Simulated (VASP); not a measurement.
# Bi in VASP: further runs

Runs on Bi. Level: PBEsol. Tasks: single point.

All numbers are computed with VASP 6.6.1; they aren't measurements. Logs are shortened: lines on timing, memory, paths and dates and some standing lists are left out, and cuts for length are marked.

## (1) The cell of the first run

The cell holds a slab with vacuum, 4 atoms: a = 3.491 Å, b = 3.491 Å, c = 23.405 Å, α = 90.00°, β = 90.00°, γ = 90.00°.

## (2) Single point, PBEsol

The input, INCAR:

```
SYSTEM = Bi
ALGO = Normal ; DIPOL = 0.5 0.5 0.500
EDIFF = 1E-6 ; ENCUT = 520
GGA = PS ; IDIPOL = 3
ISIF = 2 ; ISMEAR = -1
LASPH = .True. ; LCHARG = .True.
LDIPOL = .True. ; LELF = .True.
LREAL = .False. ; LVACPOTAV = .True.
LVHAR = .True. ; LWAVE = .False.
NBANDS = 38 ; NELM = 80
PREC = Accurate ; SIGMA = 0.05
```

The input, KPOINTS:

```
k-points
0
Gamma
  11 11 1
  0 0 0
```

The input, POSCAR:

```
Bi
1.0
    3.4905818588      0.0000000000      0.0000000000
    0.0000000000      3.4905818588      0.0000000000
    0.0000000000      0.0000000000     23.4046000000
Bi
4
Direct
    0.2500000000      0.2500000000      0.3502293075
    0.7500000000      0.7500000000      0.4459164286
    0.2500000000      0.2500000000      0.5540835683
    0.7500000000      0.7500000000      0.6497706950
```

Potentials or basis: VASP PAW PBE potentials, release 64 (Bi_d).

Launch:

```bash
> cat potpaw_PBE.64/Bi_d/POTCAR > POTCAR
> mpirun -np 1 vasp_std > vasp.out
```

OUTCAR:

```text
SYSTEM = Bi
   EDIFF = 1E-6
   ENCUT = 520
   GGA = PS
   ISIF = 2
   ISMEAR = -1
   LASPH = .True.
   LREAL = .False.
   NELM = 80
   PREC = Accurate

 ion  position               nearest neighbor table
   1  0.250  0.250  0.350-   2 3.33   2 3.33   2 3.33   2 3.33
   2  0.750  0.750  0.446-   1 3.33   1 3.33   1 3.33   1 3.33   3 3.54   3 3.54   3 3.54   3 3.54

   3  0.250  0.250  0.554-   4 3.33   4 3.33   4 3.33   4 3.33   2 3.54   2 3.54   2 3.54   2 3.54

   4  0.750  0.750  0.650-   3 3.33   3 3.33   3 3.33   3 3.33

  LATTYP: Found a simple tetragonal cell.
 ALAT       =     3.4905818588
 C/A-ratio  =     6.7050712307

  Lattice vectors:

 A1 = (   3.4905818588,   0.0000000000,   0.0000000000)
 A2 = (   0.0000000000,   3.4905818588,   0.0000000000)
 A3 = (   0.0000000000,   0.0000000000,  23.4046000000)

Analysis of symmetry for initial positions (statically):
=====================================================================
 Subroutine PRICEL returns:
 Original cell was already a primitive cell.

 Routine SETGRP: Setting up the symmetry group for a
 simple tetragonal supercell.

 Subroutine GETGRP returns: Found 16 space group operations
 (whereof  4 operations were pure point group operations)
 out of a pool of 16 trial point group operations.

The static configuration has the point symmetry C_2h.
 The point group associated with its full space group is D_4h.

Analysis of symmetry for dynamics (positions and initial velocities):
=====================================================================
 Subroutine PRICEL returns:
 Original cell was already a primitive cell.

 Routine SETGRP: Setting up the symmetry group for a
 simple tetragonal supercell.

 Subroutine GETGRP returns: Found 16 space group operations
 (whereof  4 operations were pure point group operations)
 out of a pool of 16 trial point group operations.

The dynamic configuration has the point symmetry C_2h.
 The point group associated with its full space group is D_4h.

 Subroutine INISYM returns: Found 16 space group operations
 (whereof  4 operations are pure point group operations),
 and found     1 'primitive' translations

----------------------------------------------------------------------------------------

                                     Primitive cell

  volume of cell :     285.1654

  direct lattice vectors                    reciprocal lattice vectors
     3.490581859  0.000000000  0.000000000     0.286485188  0.000000000  0.000000000
     0.000000000  3.490581859  0.000000000     0.000000000  0.286485188  0.000000000
     0.000000000  0.000000000 23.404600000     0.000000000  0.000000000  0.042726643

  length of vectors
     3.490581859  3.490581859 23.404600000     0.286485188  0.286485188  0.042726643

  position of ions in fractional coordinates (direct lattice)
     0.250000000  0.250000000  0.350229308
     0.750000000  0.750000000  0.445916429
     0.250000000  0.250000000  0.554083568
     0.750000000  0.750000000  0.649770695

  ion indices of the primitive-cell ions
   primitive index   ion index
                 1           1
                 2           2
                 3           3
                 4           4

----------------------------------------------------------------------------------------

 KPOINTS: k-points

Automatic generation of k-mesh.
 Grid dimensions read from file:
 generate k-points for:   11   11    1

 Generating k-lattice:

  Cartesian coordinates                     Fractional coordinates (reciprocal lattice)
     0.026044108  0.000000000  0.000000000     0.090909091  0.000000000  0.000000000
     0.000000000  0.026044108  0.000000000     0.000000000  0.090909091  0.000000000
     0.000000000  0.000000000  0.042726643     0.000000000  0.000000000  1.000000000

  Length of vectors
     0.026044108  0.026044108  0.042726643

  Shift w.r.t. Gamma in fractional coordinates (k-lattice)
     0.000000000  0.000000000  0.000000000

 Subroutine IBZKPT returns following result:
 ===========================================

 Found     21 irreducible k-points:

 Following reciprocal coordinates:
            Coordinates               Weight
  0.000000  0.000000  0.000000      1.000000
  0.090909  0.000000  0.000000      4.000000
  0.181818  0.000000  0.000000      4.000000
  0.272727  0.000000  0.000000      4.000000
  0.363636  0.000000  0.000000      4.000000
  0.454545  0.000000  0.000000      4.000000
[... 13 lines left out ...]
  0.454545  0.363636  0.000000      8.000000
  0.454545  0.454545  0.000000      4.000000
   k-points           NKPTS =     21   k-points in BZ     NKDIM =     21   number of bands    NBANDS=     38
   number of dos      NEDOS =    301   number of ions     NIONS =      4
   total plane-waves  NPLWV = 141120
   dimension x,y,z NGX =    28 NGY =   28 NGZ =  180
   dimension x,y,z NGXF=    56 NGYF=   56 NGZF=  360
   ions per type =               4
   NGX,Y,Z   is equivalent  to a cutoff of  13.34, 13.34, 12.79 a.u.
   NGXF,Y,Z  is equivalent  to a cutoff of  26.67, 26.67, 25.57 a.u.
 SYSTEM =  Bi
   PREC   = accura    normal or accurate (medium, high low for compatibility)
   ISTART =      0    job   : 0-new  1-cont  2-samecut
   ICHARG =      2    charge: 1-file 2-atom 10-const
   ISPIN  =      1    spin polarized calculation?
   LNONCOLLINEAR =      F non collinear calculations
   LSORBIT =      F    spin-orbit coupling
   LASPH  =      T    aspherical Exc in radial PAW
   ENCUT  =  520.0 eV  38.22 Ry    6.18 a.u.   6.49  6.49 43.52*2*pi/ulx,y,z
   NELM   =     80;   NELMIN=  2; NELMDL= -5     # of ELM steps
   EDIFF  = 0.1E-05   stopping-criterion for ELM
   LREAL  =      F    real-space projection
   EDIFFG = 0.1E-04   stopping-criterion for IOM
   NSW    =      0    number of steps for IOM
   IBRION =     -1    ionic relax: 0-MD 1-quasi-New 2-CG
   NFREE  =      0    steps in history (QN), initial steepest desc. (CG)
   ISIF   =      2    stress and relaxation
   ISYM   =      2    0-nonsym 1-usesym 2-fastsym
   POTIM  = 0.5000    time-step for ionic-motion
   TEBEG  =    0.0;   TEEND  =   0.0 temperature during run
   PSTRESS=    0.0 pullay stress
   NELECT =      60.0000    total number of electrons
   NUPDOWN=      -1.0000    fix difference up-down
   EMIN   =  10.00;   EMAX   =-10.00  energy-range for DOS
   EFERMI =   0.00;   METHOD = LEGACY
   ISMEAR =    -1;   SIGMA  =   0.05  broadening in eV -4-tet -1-fermi 0-gaus
   EFERMI_NEDOS =   21; number of points for ismear=-14 and -15
   IALGO  =     38    algorithm
   IMIX   =      4    mixing-type and parameters
     AMIX     =   0.40;   BMIX     =  1.00
     AMIX_MAG =   1.60;   BMIX_MAG =  1.00
  volume/ion in A,a.u.               =      71.29       481.10
  Fermi-wavevector in a.u.,A,eV,Ry     =   0.973703  1.840031 12.899637  0.948097
  Thomas-Fermi vector in A             =   2.104103
   LORBIT       =      0    0 simple, 1 ext, 2 COOP (PROOUT), +10 PAW based schemes
   GGA     = PS    functional components
   LHFCALC =     F    Hartree Fock is set to
   AEXX    =    0.0000 exact exchange contribution
   IVDW    =     0    specifies the selected vdW correction
   LEPSILON=     F    determine dielectric tensor
   LRPA    =     F    only Hartree local field effects (RPA)
 non-spin polarized calculation
  energy-cutoff  :      520.00
  volume of cell :      285.17
 maximum number of plane-waves:      7759
 NGX is ok and might be reduce to    28
   NGX = 13   NGY = 13   NGZ = 87

 dipolmoment           0.000000      0.000000     -0.000000 electrons x Angstroem

 number of electron      60.0000010 magnetization

 dipolmoment           0.000000      0.000000      0.000001 electrons x Angstroem

 Free energy of the ion-electron system (eV)
  ---------------------------------------------------
  ext. energy  EPLUGINS =         0.00000000
  ---------------------------------------------------
  free energy    TOTEN  =       -16.01451684 eV

  energy without entropy =      -15.99018615  energy(sigma->0) =      -16.00235149

 E-fermi :   1.1120     XC(G=0):  -5.0594

 val. band max:        1.1099232757   @ k =   0.1818   0.0909   0.0000
 cond. band min:       1.1265569120   @ k =   0.3636   0.1818   0.0000
 fundamental gap:      0.0166336363
 Fermi energy:         1.1120437372

 k-point     1 :       0.0000    0.0000    0.0000
  band No.  band energies     occupation
      1     -22.0535      2.00000
      2     -22.0178      2.00000
      3     -21.9720      2.00000
      4     -21.9399      2.00000
      5     -21.9399      2.00000
      6     -21.9290      2.00000
[... 30 lines left out ...]
     37       5.7866      0.00000
     38       5.8606      0.00000

 k-point     2 :       0.0909    0.0000    0.0000
  band No.  band energies     occupation
      1     -22.0443      2.00000
      2     -22.0102      2.00000
      3     -21.9672      2.00000
      4     -21.9414      2.00000
      5     -21.9384      2.00000
      6     -21.9266      2.00000
[... 30 lines left out ...]
     37       5.3670      0.00000
     38       5.9864      0.00000

 k-point     3 :       0.1818    0.0000    0.0000
  band No.  band energies     occupation
      1     -22.0228      2.00000
      2     -21.9930      2.00000
      3     -21.9555      2.00000
      4     -21.9401      2.00000
      5     -21.9348      2.00000
      6     -21.9211      2.00000
[... 30 lines left out ...]
     37       5.4890      0.00000
     38       6.0562      0.00000

 k-point     4 :       0.2727    0.0000    0.0000
  band No.  band energies     occupation
      1     -22.0018      2.00000
      2     -21.9780      2.00000
      3     -21.9552      2.00000
      4     -21.9329      2.00000
      5     -21.9267      2.00000
      6     -21.9221      2.00000
[... 30 lines left out ...]
     37       5.7880      0.00000
     38       5.9721      0.00000
[... 580 lines left out ...]
      4     -21.9666      2.00000
      5     -21.9115      2.00000
      6     -21.9002      2.00000
[... 30 lines left out ...]
     37       5.8193      0.00000
     38       6.2973      0.00000

 k-point    20 :       0.4545    0.3636    0.0000
  band No.  band energies     occupation
      1     -22.0094      2.00000
      2     -22.0035      2.00000
      3     -21.9791      2.00000
      4     -21.9760      2.00000
      5     -21.9115      2.00000
      6     -21.9072      2.00000
[... 30 lines left out ...]
     37       5.7352      0.00000
     38       6.2852      0.00000

 k-point    21 :       0.4545    0.4545    0.0000
  band No.  band energies     occupation
      1     -22.0172      2.00000
      2     -22.0151      2.00000
      3     -21.9837      2.00000
      4     -21.9825      2.00000
      5     -21.9154      2.00000
      6     -21.9136      2.00000
[... 30 lines left out ...]
     37       5.5932      0.00000
     38       5.9056      0.00000

------------------------ aborting loop because EDIFF is reached ----------------------------------------

  FORCE on cell =-STRESS in cart. coord.  units (eV):
  Direction    XX          YY          ZZ          XY          YZ          ZX
  --------------------------------------------------------------------------------------
  -------------------------------------------------------------------------------------
  Total        0.0480134      0.0480134     -0.0338105      0.0000000     -0.0000000     -0.0000000
  in kB        0.2697591      0.2697591     -0.1899612      0.0000000     -0.0000000     -0.0000000
  external PRESSURE =       0.1165190 kB  Pullay stress =       0.0000000 kB

 VOLUME and BASIS-vectors are now :
 -----------------------------------------------------------------------------
  energy-cutoff  :      520.00
  volume of cell :      285.17
      direct lattice vectors                 reciprocal lattice vectors
     3.490581859  0.000000000  0.000000000     0.286485188  0.000000000  0.000000000
     0.000000000  3.490581859  0.000000000     0.000000000  0.286485188  0.000000000
     0.000000000  0.000000000 23.404600000     0.000000000  0.000000000  0.042726643

 POSITION                                       TOTAL-FORCE (eV/Angst)
 -----------------------------------------------------------------------------------
      0.87265      0.87265      8.19698         0.000000      0.000000     -0.008396
      2.61794      2.61794     10.43650         0.000000      0.000000      0.008599
      0.87265      0.87265     12.96810        -0.000000     -0.000000     -0.008599
      2.61794      2.61794     15.20762         0.000000      0.000000      0.008396
 -----------------------------------------------------------------------------------
    total drift:                                0.000000      0.000000      0.000183

  FREE ENERGIE OF THE ION-ELECTRON SYSTEM (eV)
  ---------------------------------------------------
  free  energy   TOTEN  =       -16.0145168378 eV

  energy  without entropy=      -15.9901861503  energy(sigma->0) =      -16.00235149

 vacuum level on the upper side and lower side of the slab         5.182         5.182
```

It took 3.4 min on 1 thread of Intel Xeon 6975P-C (Granite Rapids), shared host; peak memory 0.42 GiB.

Results:

```yaml
Free_energy: -16.0145 eV
Largest_force: 0.009 eV/Å
Band_gap_on_the_k_mesh: zero (bands 30 and 31 overlap by 2.51 eV)
```

Forces in eV/Å, atoms in the order of the input:
```
Bi   0.000  0.000 -0.008
Bi   0.000  0.000  0.009
Bi   0.000  0.000 -0.009
Bi   0.000  0.000  0.008
```

Caveat: the PAW data sets were made with another functional, which shifts forces and pressure a little; spin-orbit coupling is left out, which moves the levels of the heavy elements.

## (3) Single point, PBEsol

The input, INCAR:

```
ALGO = Normal
DIPOL = 0.5 0.5 0.500
EDIFF = 1E-6
ENCUT = 520
GGA = PS
IDIPOL = 3
ISIF = 2
ISMEAR = -1
LASPH = True
LCHARG = False
LDIPOL = True
LREAL = False
LWAVE = False
NBANDS = 38
NELM = 80
PREC = Accurate
SIGMA = 0.05
```

The input, KPOINTS:

```
k-points
0
Gamma
  11 11 1
```

POSCAR is that of step 2.

Potentials or basis: VASP PAW PBE potentials, release 64 (Bi_d).

Launch:

```bash
> cat potpaw_PBE.64/Bi_d/POTCAR > POTCAR
> mpirun -np 1 vasp_std > vasp.out
```

It took 3.1 min on 1 thread of Intel Xeon 6975P-C (Granite Rapids), shared host; peak memory 0.44 GiB.

The run converged. Its results:

- Free energy: -16.0145 eV
- Largest force: 0.009 eV/Å
- Band gap on the k mesh: zero (bands 30 and 31 overlap by 2.51 eV)

Forces in eV/Å, atoms in the order of the input:
```
Bi   0.000  0.000 -0.008
Bi   0.000  0.000  0.009
Bi   0.000  0.000 -0.009
Bi   0.000  0.000  0.008
```

Levels at points of the mesh, in eV from the Fermi level:
```
           k point  band 25  band 26  band 27  band 28  band 29  band 30  band 31  band 32  band 33  band 34
(0.00, 0.00, 0.00)    -3.74    -1.74     0.45     0.45     0.57     1.36     1.36     2.84     3.47     3.47
```

Caveat: the PAW data sets were made with another functional, which shifts forces and pressure a little; spin-orbit coupling is left out, which moves the levels of the heavy elements.

## (4) Single point, PBEsol

The input, INCAR:

```
  PREC = Accurate
  ENCUT = 520
  EDIFF = 1E-6
  ISMEAR = -1
  SIGMA = 0.05
  LREAL = F
  LASPH = T
  NELM = 100
  ALGO = Normal
  ISIF = 2
  LWAVE = F
  LCHARG = T
  GGA = PS
  LELF = T
  LVHAR = T
  NBANDS = 38
```

The input, KPOINTS:

```
regular mesh
0
Gamma
  11 11 1
```

POSCAR is that of step 3.

Launch:

```bash
> cat potpaw_PBE.64/Bi_d/POTCAR > POTCAR
> mpirun -np 1 vasp_std > vasp.out
```

Run time: 3 min. Hardware: 1 thread of Intel Xeon 6975P-C (Granite Rapids), shared host; peak memory 0.43 GiB.

It converged, with:

```yaml
Free_energy: -16.0145 eV
Largest_force: 0.009 eV/Å
Band_gap_on_the_k_mesh: zero (bands 30 and 31 overlap by 2.51 eV)
```

Forces in eV/Å, atoms in the order of the input:
```
Bi   0.000  0.000 -0.008
Bi   0.000  0.000  0.009
Bi   0.000  0.000 -0.009
Bi   0.000  0.000  0.008
```

Levels at points of the mesh, in eV from the Fermi level:
| k point | band 26 | band 27 | band 28 | band 29 | band 30 | band 31 | band 32 | band 33 |
| --- | --- | --- | --- | --- | --- | --- | --- | --- |
| (0.00, 0.00, 0.00) | -1.74 | 0.45 | 0.45 | 0.57 | 1.36 | 1.36 | 2.84 | 3.47 |

Caveat: the PAW data sets were made with another functional, which shifts forces and pressure a little; spin-orbit coupling is left out, which moves the levels of the heavy elements.
